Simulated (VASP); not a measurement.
# Ni (P6_3/mmc) in VASP: further runs, part 2 of 2

VASP 6.6.1.

**3. Single point, LDA, collinear spin, ferromagnetic start**

Input file INCAR:

```
SYSTEM = Ni
PREC     = Accurate       ! precision mode
ENCUT    = 520            ! plane-wave cutoff, eV
EDIFF    = 1E-6           ! SCF threshold, eV
ISMEAR   = -1             ! smearing method
SIGMA    = 0.15           ! smearing width, eV
LREAL    = .FALSE.        ! projectors in reciprocal space
LASPH    = .TRUE.         ! aspherical terms in the spheres
NELM     = 150            ! most SCF steps
ALGO     = Normal         ! electronic algorithm
ISIF     = 2              ! what is computed and relaxed
LWAVE    = .FALSE.        ! write WAVECAR
LCHARG   = .TRUE.         ! write CHGCAR
ISPIN    = 2              ! spin polarisation
MAGMOM   = 2 2            ! initial moments
LORBIT   = 11             ! projections on sites
LMAXMIX  = 4              ! l up to which the mixer works
LELF     = .TRUE.         ! ELF
LVHAR    = .TRUE.       
NBANDS   = 21             ! bands
```

Input file KPOINTS:

```
Automatic mesh
0
G
  16 16 9
  0 0 0
```

Input file POSCAR:

```
Ni
1.0
    2.4480229000      0.0000000000      0.0000000000
   -1.2240114500      2.1200500200      0.0000000000
    0.0000000000      0.0000000000      4.0728075700
Ni
2
Direct
    0.3333333333      0.6666666667      0.2500000000
    0.6666666667      0.3333333333      0.7500000000
```

Potentials or basis: VASP PAW LDA potentials, release 64 (Ni).

The run is started by

```sh
$ cat potpaw_LDA.64/Ni/POTCAR > POTCAR
$ mpirun -np 1 vasp_std > vasp.out
```

OUTCAR:

```text
SYSTEM = Ni
   PREC = Accurate
   ENCUT = 520
   EDIFF = 1E-6
   ISMEAR = -1
   LREAL = .FALSE.
   LASPH = .TRUE.
   NELM = 150
   ISIF = 2
   ISPIN = 2
   LORBIT = 11

 ion  position               nearest neighbor table
   1  0.333  0.667  0.250-   2 2.48   2 2.48   2 2.48   2 2.48   2 2.48   2 2.48
   2  0.667  0.333  0.750-   1 2.48   1 2.48   1 2.48   1 2.48   1 2.48   1 2.48

  LATTYP: Found a hexagonal cell.
 ALAT       =     2.4480229000
 C/A-ratio  =     1.6637130192

  Lattice vectors:

 A1 = (   2.4480229000,   0.0000000000,   0.0000000000)
 A2 = (  -1.2240114500,   2.1200500200,   0.0000000000)
 A3 = (   0.0000000000,   0.0000000000,   4.0728075700)

Analysis of symmetry for initial positions (statically):
=====================================================================
 Subroutine PRICEL returns:
 Original cell was already a primitive cell.

 Routine SETGRP: Setting up the symmetry group for a
 hexagonal supercell.

 Subroutine GETGRP returns: Found 24 space group operations
 (whereof 12 operations were pure point group operations)
 out of a pool of 24 trial point group operations.

The static configuration has the point symmetry D_3d.
 The point group associated with its full space group is D_6h.

Analysis of symmetry for dynamics (positions and initial velocities):
=====================================================================
 Subroutine PRICEL returns:
 Original cell was already a primitive cell.

 Routine SETGRP: Setting up the symmetry group for a
 hexagonal supercell.

 Subroutine GETGRP returns: Found 24 space group operations
 (whereof 12 operations were pure point group operations)
 out of a pool of 24 trial point group operations.

The dynamic configuration has the point symmetry D_3d.
 The point group associated with its full space group is D_6h.

Analysis of structural, dynamic, and magnetic symmetry:
=====================================================================
 Subroutine PRICEL returns:
 Original cell was already a primitive cell.

 Routine SETGRP: Setting up the symmetry group for a
 hexagonal supercell.

 Subroutine GETGRP returns: Found 24 space group operations
 (whereof 12 operations were pure point group operations)
 out of a pool of 24 trial point group operations.

The overall configuration has the point symmetry D_3d.
 The point group associated with its full space group is D_6h.

 Subroutine INISYM returns: Found 24 space group operations
 (whereof 12 operations are pure point group operations),
 and found     1 'primitive' translations

----------------------------------------------------------------------------------------

                                     Primitive cell

  volume of cell :      21.1376

  direct lattice vectors                    reciprocal lattice vectors
     2.448022900  0.000000000  0.000000000     0.408492911  0.235843492  0.000000000
    -1.224011450  2.120050020  0.000000000     0.000000000  0.471686984  0.000000000
     0.000000000  0.000000000  4.072807570     0.000000000  0.000000000  0.245530873

  length of vectors
     2.448022900  2.448022900  4.072807570     0.471686984  0.471686984  0.245530873

  position of ions in fractional coordinates (direct lattice)
     0.333333333  0.666666667  0.250000000
     0.666666667  0.333333333  0.750000000

[... 68 lines left out ...]
   ISTART =      0    job   : 0-new  1-cont  2-samecut
   ICHARG =      2    charge: 1-file 2-atom 10-const
   ISPIN  =      2    spin polarized calculation?
   LNONCOLLINEAR =      F non collinear calculations
   LSORBIT =      F    spin-orbit coupling
   LASPH  =      T    aspherical Exc in radial PAW
   ENCUT  =  520.0 eV  38.22 Ry    6.18 a.u.   4.55  4.55  7.57*2*pi/ulx,y,z
   NELM   =    150;   NELMIN=  2; NELMDL= -5     # of ELM steps
   EDIFF  = 0.1E-05   stopping-criterion for ELM
   LREAL  =      F    real-space projection
   EDIFFG = 0.1E-04   stopping-criterion for IOM
   NSW    =      0    number of steps for IOM
   IBRION =     -1    ionic relax: 0-MD 1-quasi-New 2-CG
   NFREE  =      0    steps in history (QN), initial steepest desc. (CG)
   ISIF   =      2    stress and relaxation
   ISYM   =      2    0-nonsym 1-usesym 2-fastsym
   POTIM  = 0.5000    time-step for ionic-motion
   TEBEG  =    0.0;   TEEND  =   0.0 temperature during run
   PSTRESS=    0.0 pullay stress
   NELECT =      20.0000    total number of electrons
   NUPDOWN=      -1.0000    fix difference up-down
   EMIN   =  10.00;   EMAX   =-10.00  energy-range for DOS
   EFERMI =   0.00;   METHOD = LEGACY
   ISMEAR =    -1;   SIGMA  =   0.15  broadening in eV -4-tet -1-fermi 0-gaus
   EFERMI_NEDOS =   21; number of points for ismear=-14 and -15
   IALGO  =     38    algorithm
   IMIX   =      4    mixing-type and parameters
     AMIX     =   0.40;   BMIX     =  1.00
     AMIX_MAG =   1.60;   BMIX_MAG =  1.00
  volume/ion in A,a.u.               =      10.57        71.32
  Fermi-wavevector in a.u.,A,eV,Ry     =   1.607187  3.037143 35.144518  2.583049
  Thomas-Fermi vector in A             =   2.703255
   LORBIT       =     11    0 simple, 1 ext, 2 COOP (PROOUT), +10 PAW based schemes
   GGA     = CA    functional components
   LHFCALC =     F    Hartree Fock is set to
   AEXX    =    0.0000 exact exchange contribution
   IVDW    =     0    specifies the selected vdW correction
   LEPSILON=     F    determine dielectric tensor
   LRPA    =     F    only Hartree local field effects (RPA)
 spin polarized calculation
  energy-cutoff  :      520.00
  volume of cell :       21.14
 maximum number of plane-waves:       586
   NGX =  9   NGY =  9   NGZ = 15

 number of electron      19.9999995 magnetization       0.9895119

 Free energy of the ion-electron system (eV)
  ---------------------------------------------------
  ext. energy  EPLUGINS =         0.00000000
  ---------------------------------------------------
  free energy    TOTEN  =       -13.21004376 eV

  energy without entropy =      -12.93905141  energy(sigma->0) =      -13.07454759

 E-fermi :   9.4452     XC(G=0): -13.7837

 val. band max:        9.4450059445   @ k =   0.3750   0.0000   0.4444
 cond. band min:       9.4452101739   @ k =   0.3125   0.1250   0.4444
 fundamental gap:      0.0002042294
 Fermi energy:         9.4451856821

 spin component 1

 k-point     1 :       0.0000    0.0000    0.0000
  band No.  band energies     occupation
      1       0.2609      1.00000
      2       4.5174      1.00000
      3       7.0246      1.00000
      4       7.1848      1.00000
      5       7.1848      1.00000
      6       7.4528      1.00000
[... 565 lines left out ...]
     20      38.8142      0.00000
     21      40.9425      0.00000

 [... further k-points ...]

 spin component 2

 k-point     1 :       0.0000    0.0000    0.0000
  band No.  band energies     occupation
      1       0.3003      1.00000
      2       4.8092      1.00000
      3       7.5015      1.00000
      4       7.6564      0.99999
      5       7.6564      0.99999
      6       7.9365      0.99996
[... 565 lines left out ...]
     20      38.9146      0.00000
     21      40.9765      0.00000

 [... further k-points ...]

------------------------ aborting loop because EDIFF is reached ----------------------------------------

  FORCE on cell =-STRESS in cart. coord.  units (eV):
  Direction    XX          YY          ZZ          XY          YZ          ZX
  --------------------------------------------------------------------------------------
  -------------------------------------------------------------------------------------
  Total       -1.2046458     -1.2046458     -1.6877374     -0.0000000      0.0000000      0.0000000
  in kB      -91.3091863    -91.3091862   -127.9263402     -0.0000000      0.0000000      0.0000000
  external PRESSURE =    -103.5149042 kB  Pullay stress =       0.0000000 kB

 VOLUME and BASIS-vectors are now :
 -----------------------------------------------------------------------------
  energy-cutoff  :      520.00
  volume of cell :       21.14
      direct lattice vectors                 reciprocal lattice vectors
     2.448022900  0.000000000  0.000000000     0.408492911  0.235843492  0.000000000
    -1.224011450  2.120050020  0.000000000     0.000000000  0.471686984  0.000000000
     0.000000000  0.000000000  4.072807570     0.000000000  0.000000000  0.245530873

 POSITION                                       TOTAL-FORCE (eV/Angst)
 -----------------------------------------------------------------------------------
     -0.00000      1.41337      1.01820         0.000000      0.000000      0.000000
      1.22401      0.70668      3.05461        -0.000000     -0.000000      0.000000
 -----------------------------------------------------------------------------------
    total drift:                               -0.000000      0.000000     -0.000000

  FREE ENERGIE OF THE ION-ELECTRON SYSTEM (eV)
  ---------------------------------------------------
  free  energy   TOTEN  =       -13.2100437645 eV

  energy  without entropy=      -12.9390514115  energy(sigma->0) =      -13.07454759

 total charge

# of ion       s       p       d       tot
------------------------------------------
    1        0.511   0.521   8.343   9.375
    2        0.511   0.521   8.343   9.375
--------------------------------------------------
tot          1.021   1.042  16.687  18.750

 magnetization (x)

# of ion       s       p       d       tot
------------------------------------------
    1       -0.004  -0.015   0.515   0.496
    2       -0.004  -0.015   0.515   0.496
--------------------------------------------------
tot         -0.007  -0.029   1.029   0.993
```

Run time: 2.8 min. Hardware: 1 thread of Intel Xeon 8259CL, shared host; peak memory 0.2 GiB.

Results:

```yaml
Free_energy: -13.2100 eV
Pressure: -10.4 GPa
Net_moment: 0.99 μB per cell
Site_moments: Ni +0.50 μB
Valence_electrons_inside_the_program's_atomic_spheres: Ni 9.38
```

Levels at points of the mesh, in eV from the Fermi level:
Spin up:
| k point | band 7 | band 8 | band 9 | band 10 | band 11 | band 12 | band 13 | band 14 | band 15 | band 16 |
| --- | --- | --- | --- | --- | --- | --- | --- | --- | --- | --- |
| (0.00, 0.00, 0.00) | -1.99 | -1.50 | -1.50 | -0.55 | -0.55 | -0.50 | 5.70 | 23.17 | 25.24 | 25.24 |
| (0.50, 0.00, 0.00) | -1.98 | -0.40 | -0.38 | -0.28 | 1.36 | 3.29 | 9.47 | 9.99 | 12.68 | 13.58 |
Spin down:
```tsv
k point	band 8	band 9	band 10	band 11	band 12	band 13
(0.00, 0.00, 0.00)	-1.01	-1.01	-0.47	-0.03	-0.03	6.01
(0.50, 0.00, 0.00)	0.14	0.14	0.26	1.71	3.58	9.61
```

Caveat: the cell stands under tension.
